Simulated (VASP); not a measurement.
# TiTe2 (1T) (P-3m1) in VASP: vibrations by perturbation theory with PBE

Aim: the vibrations by perturbation theory of TiTe2 (1T) with PBE.

Program: VASP 6.6.1. These are calculated values, not measurements. Logs are shortened: lines on timing, memory, paths and dates and some standing lists are left out, and cuts for length are marked.

**1. The cell of the first run**

It takes space group P-3m1 (No. 164, trigonal). The conventional cell has a = 3.681 Å, b = 3.681 Å, c = 6.357 Å, α = 90.00°, β = 90.00°, γ = 120.00°. Ti (site symmetry -3m) has 6 Te at 2.74 Å within 3.6 Å. Te (site symmetry 3m) has 3 Ti at 2.74 Å and 3 Te at 3.59 Å within 3.6 Å.

**2. Vibrations by perturbation theory, PBE**

Input file INCAR:

```
PREC     = Accurate       # precision mode
ENCUT    = 520            # plane-wave cutoff, eV
EDIFF    = 1E-8           # SCF threshold, eV
ISMEAR   = 0              # smearing method
SIGMA    = 0.03           # smearing width, eV
LREAL    = F              # projectors in reciprocal space
LASPH    = T              # aspherical terms in the spheres
NELM     = 80             # most SCF steps
ALGO     = Normal         # electronic algorithm
ISIF     = 2              # what is computed and relaxed
LWAVE    = F              # write WAVECAR
LCHARG   = F              # write CHGCAR
GGA      = PE             # functional
NBANDS   = 19             # bands
IBRION   = 8              # ionic algorithm
NSW      = 1              # ionic steps
```

Input file KPOINTS:

```
regular mesh
0
Gamma
  12 12 8
```

Input file POSCAR:

```
TiTe2
1.0
    3.6805973767      0.0000000000      0.0000000000
   -1.8402986883      3.1874908293      0.0000000000
    0.0000000000      0.0000000000      6.3573993333
Ti Te
1 2
Direct
    0.0000000000      0.0000000000      0.0000000000
    0.3333333333      0.6666666667      0.2726882303
    0.6666666667      0.3333333333      0.7273117697
```

Potentials or basis: VASP PAW PBE potentials, release 64 (Ti_sv, Te).

Run with:

```sh
$ cat potpaw_PBE.64/Ti_sv/POTCAR potpaw_PBE.64/Te/POTCAR > POTCAR
$ mpirun -np 1 vasp_std > vasp.out
```

OUTCAR:

```text
PREC = Accurate
   ENCUT = 520
   EDIFF = 1E-8
   ISMEAR = 0
   LREAL = F
   LASPH = T
   NELM = 80
   ISIF = 2
   GGA = PE
   IBRION = 8
   NSW = 1

 ion  position               nearest neighbor table
   1  0.000  0.000  0.000-   2 2.74   3 2.74   2 2.74   3 2.74   3 2.74   2 2.74
   2  0.333  0.667  0.273-   1 2.74   1 2.74   1 2.74   3 3.59   3 3.59   3 3.59
   3  0.667  0.333  0.727-   1 2.74   1 2.74   1 2.74   2 3.59   2 3.59   2 3.59

  LATTYP: Found a hexagonal cell.
 ALAT       =     3.6805973767
 C/A-ratio  =     1.7272737772

  Lattice vectors:

 A1 = (   3.6805973767,   0.0000000000,   0.0000000000)
 A2 = (  -1.8402986883,   3.1874908293,   0.0000000000)
 A3 = (   0.0000000000,   0.0000000000,   6.3573993333)

Analysis of symmetry for initial positions (statically):
=====================================================================
 Subroutine PRICEL returns:
 Original cell was already a primitive cell.

 Routine SETGRP: Setting up the symmetry group for a
 hexagonal supercell.

 Subroutine GETGRP returns: Found 12 space group operations
 (whereof 12 operations were pure point group operations)
 out of a pool of 24 trial point group operations.

The static configuration has the point symmetry D_3d.

Analysis of symmetry for dynamics (positions and initial velocities):
=====================================================================
 Subroutine PRICEL returns:
 Original cell was already a primitive cell.

 Routine SETGRP: Setting up the symmetry group for a
 hexagonal supercell.

 Subroutine GETGRP returns: Found 12 space group operations
 (whereof 12 operations were pure point group operations)
 out of a pool of 24 trial point group operations.

The dynamic configuration has the point symmetry D_3d.

 Subroutine INISYM returns: Found 12 space group operations
[... 704 lines left out ...]

 POSITION                                       TOTAL-FORCE (eV/Angst)
 -----------------------------------------------------------------------------------
      0.00000      0.00000      0.00000        -0.000000      0.000000      0.000000
     -0.00000      2.12499      1.73359        -0.000000      0.000000      0.010690
      1.84030      1.06250      4.62381         0.000000     -0.000000     -0.010690
 -----------------------------------------------------------------------------------
    total drift:                               -0.000000     -0.000000     -0.000000

  FREE ENERGIE OF THE ION-ELECTRON SYSTEM (eV)
  ---------------------------------------------------
  free  energy   TOTEN  =       -16.1256918690 eV

  energy  without entropy=      -16.1252581493  energy(sigma->0) =      -16.12547501

[... ionic steps 2 to 3 ...]

--------------------------------------- Ionic step        4  -------------------------------------------

------------------------ aborting loop because EDIFF is reached ----------------------------------------
[... 11 lines left out ...]
[... ionic steps 8 to 8 ...]

--------------------------------------- Ionic step        9  -------------------------------------------

 Free energy of the ion-electron system (eV)
  ---------------------------------------------------
  ---------------------------------------------------
  free energy    TOTEN  =        -0.06384768 eV

  energy without entropy =       -0.06384750

------------------------ aborting loop because EDIFF is reached ----------------------------------------

 INTERNAL STRAIN TENSOR  FOR ION    2  DIRECTION 3   (eV/Angst):
 -----------------------------------------------------------------------------
    -6.45004 -0.00000 -0.00000
    -0.00000 -6.45004 -0.00000
    -0.00000  0.00000-12.58781

 INTERNAL STRAIN TENSOR FOR ION    3 for displacements in x,y,z  (eV/Angst):
          X           Y           Z          XY          YZ          ZX
  --------------------------------------------------------------------------------
  x    -0.00000     0.00000    -0.00000    -2.14561     0.00000     5.84528
  y    -2.14561     2.14561     0.00000     0.00000     6.91452     0.00000
  z     6.45004     6.45004    12.58781     0.00000    -0.00000    -0.00000

 SECOND DERIVATIVES (NOT SYMMETRIZED)
 ------------------------------------
               1X          1Y          1Z          2X          2Y          2Z          3X          3Y          3Z
  1X    -5.101775   -0.000000    0.000000    2.550887    0.000000    0.000000    2.550887    0.000000    0.000000
  1Y    -0.000000   -5.101775    0.000000    0.000000    2.550887    0.000000    0.000000    2.550887    0.000000
  1Z     0.000000    0.000000  -12.394145    0.000000   -0.000000    6.197072    0.000000   -0.000000    6.197072
  2X     2.537931    0.000000    0.000000   -3.783287   -0.000000   -0.000000    1.245357    0.000000    0.000000
  2Y     0.000000    2.537931    0.000000   -0.000000   -3.783287   -0.000000    0.000000    1.245357    0.000000
  2Z    -0.000000    0.000000    6.195200   -0.000000   -0.000000   -8.603742    0.000000    0.000000    2.408542
  3X     2.537931    0.000000    0.000000    1.245357    0.000000    0.000000   -3.783287   -0.000000   -0.000000
  3Y     0.000000    2.537931    0.000000    0.000000    1.245357    0.000000   -0.000000   -3.783287   -0.000000
  3Z    -0.000000    0.000000    6.195200    0.000000    0.000000    2.408542   -0.000000   -0.000000   -8.603742

 Eigenvectors and eigenvalues of the dynamical matrix
 ----------------------------------------------------

   1 f  =    8.667820 THz    54.461518 2PiTHz  289.127349 cm-1    35.847206 meV
             X         Y         Z           dx          dy          dz
      0.000000  0.000000  0.000000     0.000000    0.000000    0.917639
     -0.000000  2.124994  1.733588     0.000000    0.000000   -0.281014
      1.840299  1.062497  4.623811    -0.000000   -0.000000   -0.281014
[... 43 lines left out ...]
   9 f/i=    0.005153 THz     0.032379 2PiTHz    0.171892 cm-1     0.021312 meV
             X         Y         Z           dx          dy          dz
      0.000000  0.000000  0.000000    -0.321974   -0.231593   -0.000000
     -0.000000  2.124994  1.733588    -0.526955   -0.379034   -0.000000
      1.840299  1.062497  4.623811    -0.526955   -0.379034   -0.000000

--------------------------------------------------------------------------------------------------------

 ELASTIC MODULI CONTR FROM IONIC RELAXATION (kBar)
 Direction    XX          YY          ZZ          XY          YZ          ZX
 --------------------------------------------------------------------------------
 XX        -201.6404   -122.9767   -316.7592     -0.0000    126.7522      0.0000
 YY        -122.9767   -201.6404   -316.7592     -0.0000   -126.7522     -0.0000
 ZZ        -316.7592   -316.7592   -618.1831     -0.0000     -0.0000     -0.0000
 XY          -0.0000     -0.0000     -0.0000    -39.3318     -0.0000    107.1516
 YZ         126.7522   -126.7522     -0.0000     -0.0000   -408.4763     -0.0000
 ZX           0.0000     -0.0000     -0.0000    107.1516     -0.0000   -291.9127
 --------------------------------------------------------------------------------
```

OSZICAR:

```text
N       E                     dE             d eps       ncg     rms          rms(c)
DAV:   1     0.179286116784E+03    0.17929E+03   -0.10829E+04  4978   0.118E+03
DAV:   2    -0.152989717567E+01   -0.18082E+03   -0.17581E+03  5176   0.302E+02
[... 100 lines left out ...]
RMM:   9    -0.638476220646E-01    0.11683E-05   -0.91418E-07 11624   0.300E-03    0.823E-04
RMM:  10    -0.638476131518E-01    0.89128E-08   -0.14186E-07 12240   0.146E-03    0.367E-04
RMM:  11    -0.638477837339E-01   -0.17058E-06   -0.29532E-07 11988   0.768E-04    0.608E-05
RMM:  12    -0.638477272451E-01    0.56489E-07   -0.32782E-07 12600   0.348E-04    0.546E-05
RMM:  13    -0.638476815607E-01    0.45684E-07   -0.87288E-08 12027   0.171E-04    0.203E-05
RMM:  14    -0.638476832445E-01   -0.16837E-08   -0.19855E-08 12884   0.866E-05    0.134E-05
 Linear response finished
```

stdout:

```text
POSCAR found type information on POSCAR TiTe
 POSCAR found :  2 types and       3 ions
 scaLAPACK will be used
 LDA part: xc-table for (Slater+PW92), standard interpolation
 POSCAR, INCAR and KPOINTS ok, starting setup
 FFT: planning ... GRIDC
 FFT: planning ... GRID_SOFT
 FFT: planning ... GRID
 WAVECAR not read
 entering main loop
 Linear response reoptimize wavefunctions to high precision
 Linear response DOF=           4
 Linear response progress:
 first order change of Fermi-energy  -0.55095E-03
 force on displaced ion       1 direction 1 :  -5.102   0.000   0.000
 Linear response progress:
 first order change of Fermi-energy   0.28984E-02
 force on displaced ion       1 direction 3 :   0.000  -0.000 -12.394
 Linear response progress:
 first order change of Fermi-energy   0.45940E-04
 force on displaced ion       2 direction 1 :  -3.783   0.000   0.000
 Linear response progress:
 first order change of Fermi-energy   0.20545E+00
 force on displaced ion       2 direction 3 :  -0.000   0.000  -8.604
 Linear response finished
```

Run time: 47 min. Hardware: 1 thread of Intel Xeon Platinum 8259CL at 2.50GHz (Skylake/Cascade Lake), shared host; peak memory 1.6 GiB.

Results:

```yaml
Highest_phonon_frequency_at_Γ_LO-TO_splitting_left_out: 289 cm⁻¹
```

Phonon frequencies in cm⁻¹ (negative: imaginary):
```csv
q point,frequencies
"(0.000, 0.000, 0.000)",0 0 0 104 104 153 185 185 289
```

Caveat: the cell wasn't relaxed at this level first, which shifts response properties; spin-orbit coupling is left out, which moves the levels of the heavy elements.
